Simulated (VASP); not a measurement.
A run of VASP 6.6.1 is set up as follows.

Contents of INCAR:

```
PREC     = Accurate       # precision mode
ENCUT    = 520            # plane-wave cutoff, eV
EDIFF    = 1E-6           # SCF threshold, eV
ISMEAR   = 0              # smearing method
SIGMA    = 0.1            # smearing width, eV
LREAL    = False          # projectors in reciprocal space
LASPH    = True           # aspherical terms in the spheres
NELM     = 100            # most SCF steps
ALGO     = Normal         # electronic algorithm
ISIF     = 2              # what is computed and relaxed
LWAVE    = False          # write WAVECAR
LCHARG   = False          # write CHGCAR
GGA      = PE             # functional
NBANDS   = 15             # bands
```

The input KPOINTS:

```
Automatic mesh
0
Gamma
  16 16 16
```

POSCAR

```
TiC
1.0
    0.0000000000      2.2089001659      2.2089001659
    2.2089001659      0.0000000000      2.2089001659
    2.2089001659      2.2089001659      0.0000000000
Ti C
1 1
Direct
    0.0000000000      0.0000000000      0.0000000000
    0.5000000000      0.5000000000      0.5000000000
```

Potentials or basis: VASP PAW PBE potentials, release 64 (Ti_sv, C).

The run is started by

```console
$ cat potpaw_PBE.64/Ti_sv/POTCAR potpaw_PBE.64/C/POTCAR > POTCAR
$ mpirun -np 1 vasp_std > vasp.out
```

(1) What does it give for the pressure?

(2) What does it give for the band gap on the k mesh?

Results:

(1) -12.7 GPa.

(2) zero (band 8 reaches 9.40 eV, above the bottom of band 9 at 8.34 eV).
